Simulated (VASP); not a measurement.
# Sb (R-3m) in VASP: elastic constants with LDA

Aim: the elastic constants of Sb with LDA.

Everything below comes from runs of VASP 6.6.1. Logs are shortened: lines on timing, memory, paths and dates and some standing lists are left out, and cuts for length are marked.

**1. The cell of the first run**

It takes space group R-3m (No. 166, trigonal). The conventional cell has a = 4.308 Å, b = 4.308 Å, c = 11.274 Å, α = 90.00°, β = 90.00°, γ = 120.00°. Within 3.8 Å of Sb (site symmetry 3m) lie 6 Sb at 2.91 to 3.35 Å.

**2. Elastic constants, LDA**

INCAR

```
SYSTEM = Sb
PREC = Accurate
ENCUT = 600
EDIFF = 1E-8
ISMEAR = -1
SIGMA = 0.05
LREAL = .False.
LASPH = .True.
NELM = 60
ALGO = Normal
ISIF = 3
LWAVE = .False.
LCHARG = .True.
NBANDS = 12
IBRION = 6
NFREE = 2
POTIM = 0.015
NSW = 1
```

KPOINTS

```
Automatic mesh
0
Gamma
  6 6 6
  0 0 0
```

POSCAR

```
Sb
1.0
    2.1542000000      1.2437279499      3.7580000000
   -2.1542000000      1.2437279499      3.7580000000
    0.0000000000     -2.4874558998      3.7580000000
Sb
2
Direct
    0.7665100000      0.7665100000      0.7665100000
    0.2334900000      0.2334900000      0.2334900000
```

Potentials or basis: VASP PAW LDA potentials, release 64 (Sb).

The run is started by

```sh
> cat potpaw_LDA.64/Sb/POTCAR > POTCAR
> mpirun -np 1 vasp_std > vasp.out
```

OUTCAR:

```text
SYSTEM = Sb
   PREC = Accurate
   ENCUT = 600
   EDIFF = 1E-8
   ISMEAR = -1
   LREAL = .False.
   LASPH = .True.
   NELM = 60
   ISIF = 3
   IBRION = 6
   NFREE = 2
   POTIM = 0.015
   NSW = 1

 ion  position               nearest neighbor table
   1  0.767  0.767  0.767-   2 2.91   2 2.91   2 2.91   2 3.35   2 3.35   2 3.35
   2  0.233  0.233  0.233-   1 2.91   1 2.91   1 2.91   1 3.35   1 3.35   1 3.35

  LATTYP: Found a trigonal (rhomboedric) cell.
 ALAT       =     4.5066618304
 COS(alpha) =     0.5430253624

  Lattice vectors:

 A1 = (   2.1542000000,   1.2437279499,   3.7580000000)
 A2 = (  -2.1542000000,   1.2437279499,   3.7580000000)
 A3 = (   0.0000000000,  -2.4874558998,   3.7580000000)

Analysis of symmetry for initial positions (statically):
=====================================================================
 Subroutine PRICEL returns:
 Original cell was already a primitive cell.

 Routine SETGRP: Setting up the symmetry group for a
 trigonal (rhombohedral) supercell.

 Subroutine GETGRP returns: Found 12 space group operations
 (whereof 12 operations were pure point group operations)
 out of a pool of 12 trial point group operations.

The static configuration has the point symmetry D_3d.

Analysis of symmetry for dynamics (positions and initial velocities):
=====================================================================
 Subroutine PRICEL returns:
 Original cell was already a primitive cell.

 Routine SETGRP: Setting up the symmetry group for a
 trigonal (rhombohedral) supercell.

 Subroutine GETGRP returns: Found 12 space group operations
 (whereof 12 operations were pure point group operations)
 out of a pool of 12 trial point group operations.

The dynamic configuration has the point symmetry D_3d.

 Subroutine INISYM returns: Found 12 space group operations
[... 700 lines left out ...]
     10      14.1077      0.00000
     11      16.7603      0.00000
     12      17.6584      0.00000

 [... further k-points ...]

------------------------ aborting loop because EDIFF is reached ----------------------------------------

  FORCE on cell =-STRESS in cart. coord.  units (eV):
  Direction    XX          YY          ZZ          XY          YZ          ZX
  --------------------------------------------------------------------------------------
  -------------------------------------------------------------------------------------
  Total       -0.3635590     -0.3635590     -0.4867961     -0.0000000     -0.0000000      0.0000000
  in kB       -9.6419771     -9.6419771    -12.9103554     -0.0000000     -0.0000000      0.0000000
  external PRESSURE =     -10.7314365 kB  Pullay stress =       0.0000000 kB
[... 17 lines left out ...]
  FREE ENERGIE OF THE ION-ELECTRON SYSTEM (eV)
  ---------------------------------------------------
  free  energy   TOTEN  =        -9.6373273516 eV

  energy  without entropy=       -9.6345640112  energy(sigma->0) =       -9.63594568

 INTERNAL STRAIN TENSORS FROM STRAINED CELLS
 ============================================

 INTERNAL STRAIN TENSOR FOR ION    1 for displacements in x,y,z  (eV/Angst):
          X           Y           Z          XY          YZ          ZX
  --------------------------------------------------------------------------------
  x     0.00000     0.00000     0.00000    -1.74423     0.00000     4.19574
  y    -1.76271     1.77352     0.00000    -0.00004     4.19130     0.00012
  z     4.78652     4.80431     6.19871    -0.00055    -0.03866    -0.00004

 INTERNAL STRAIN TENSORS FROM DISPLACED ATOMS
 ============================================

 INTERNAL STRAIN TENSOR FOR ION    1 for displacements in x,y,z  (eV/Angst):
          X           Y           Z          XY          YZ          ZX
  --------------------------------------------------------------------------------
  x     0.00000     0.00000     0.00000    -1.70075     0.00000     4.16553
  y    -1.70075     1.70075     0.00000     0.00000     4.16553     0.00000
  z     4.73050     4.73050     6.15924     0.00000    -0.00000     0.00000

 INTERNAL STRAIN TENSOR FOR ION    2 for displacements in x,y,z  (eV/Angst):
          X           Y           Z          XY          YZ          ZX
  --------------------------------------------------------------------------------
  x    -0.00000     0.00000     0.00000     1.70075    -0.00000    -4.16553
  y     1.70075    -1.70075    -0.00000    -0.00000    -4.16553    -0.00000
  z    -4.73050    -4.73050    -6.15924     0.00000     0.00000     0.00000

 Eigenvectors and eigenvalues of the dynamical matrix
 ----------------------------------------------------

   1 f  =    4.504315 THz    28.301443 2PiTHz  150.247762 cm-1    18.628340 meV
             X         Y         Z           dx          dy          dz
      0.000000  0.000000  8.641634     0.000000    0.000000    0.707107
      0.000000  0.000000  2.632366    -0.000000    0.000000   -0.707107
[... 16 lines left out ...]
   5 f  =    0.000000 THz     0.000000 2PiTHz    0.000000 cm-1     0.000000 meV
             X         Y         Z           dx          dy          dz
      0.000000  0.000000  8.641634     0.000000    0.000000    0.707107
      0.000000  0.000000  2.632366    -0.000000    0.000000    0.707107

   6 f/i=    0.000000 THz     0.000000 2PiTHz    0.000000 cm-1     0.000000 meV
             X         Y         Z           dx          dy          dz
      0.000000  0.000000  8.641634     0.707107    0.000000   -0.000000
      0.000000  0.000000  2.632366     0.707107    0.000000    0.000000

--------------------------------------------------------------------------------------------------------

 ELASTIC MODULI CONTR FROM IONIC RELAXATION (kBar)
 Direction    XX          YY          ZZ          XY          YZ          ZX
 --------------------------------------------------------------------------------
 XX        -148.1455    -86.7317   -152.9081      0.0000     75.2085     -0.0000
 YY         -86.7317   -148.1455   -152.9081     -0.0000    -75.2085     -0.0000
 ZZ        -152.9081   -152.9081   -199.0903     -0.0000     -0.0000      0.0000
 XY           0.0000     -0.0000     -0.0000    -30.7069     -0.0000     75.2085
 YZ          75.2085    -75.2085     -0.0000     -0.0000   -184.2031     -0.0000
 ZX          -0.0000     -0.0000      0.0000     75.2085     -0.0000   -184.2031
 --------------------------------------------------------------------------------

 TOTAL ELASTIC MODULI (kBar)
 Direction    XX          YY          ZZ          XY          YZ          ZX
 --------------------------------------------------------------------------------
 XX         954.5742    224.0399    258.8651      0.0000   -207.7383     -0.0000
 YY         224.0399    954.5742    258.8651     -0.0000    207.7383     -0.0000
 ZZ         258.8651    258.8651    515.5348     -0.0000     -0.0000      0.0000
 XY           0.0000     -0.0000     -0.0000    365.2671     -0.0000   -207.7383
 YZ        -207.7383    207.7383     -0.0000     -0.0000    342.1050     -0.0000
 ZX          -0.0000     -0.0000      0.0000   -207.7383     -0.0000    342.1050
 --------------------------------------------------------------------------------
```

OSZICAR:

```text
N       E                     dE             d eps       ncg     rms          rms(c)
DAV:   1     0.386321888499E+02    0.38632E+02   -0.38353E+03   768   0.732E+02
DAV:   2    -0.747189176822E+01   -0.46104E+02   -0.44469E+02   980   0.118E+02
DAV:   3    -0.964265602579E+01   -0.21708E+01   -0.21554E+01   960   0.274E+01
[... 169 lines left out ...]
DAV:   2    -0.963735159901E+01   -0.43680E-03   -0.57772E-03   880   0.548E-01    0.376E-02
DAV:   3    -0.963732933685E+01    0.22262E-04   -0.10276E-04   904   0.676E-02    0.173E-02
DAV:   4    -0.963732748815E+01    0.18487E-05   -0.10438E-05   892   0.171E-02    0.552E-03
DAV:   5    -0.963732735129E+01    0.13686E-06   -0.82937E-07   876   0.528E-03    0.785E-04
DAV:   6    -0.963732735162E+01   -0.33907E-09   -0.58409E-08   896   0.141E-03
  17 F= -.96373274E+01 E0= -.96359457E+01  d E =-.276334E-02
```

Run time: 11 min. Hardware: 1 thread of Intel Xeon 8259CL, shared host; peak memory 0.31 GiB.

Results:

- Voigt bulk modulus: 43 GPa
- Highest phonon frequency at Γ: 150 cm⁻¹

Phonon frequencies in cm⁻¹ (negative: imaginary):
```csv
q point,frequencies
"(0.000, 0.000, 0.000)",0 0 0 106 106 150
```

Elastic tensor in Voigt notation (GPa, in the Cartesian axes of the cell as first typed):
```
 95  22  26 -21   0   0
 22  95  26  21   0   0
 26  26  52   0   0   0
-21  21   0  34   0   0
  0   0   0   0  34 -21
  0   0   0   0 -21  37
```

Clamped-ion elastic tensor (GPa):
```
110  31  41 -28   0   0
 31 110  41  28   0   0
 41  41  71   0   0   0
-28  28   0  53   0   0
  0   0   0   0  53 -28
  0   0   0   0 -28  40
```

Caveat: spin-orbit coupling is left out, which moves the levels of the heavy elements.
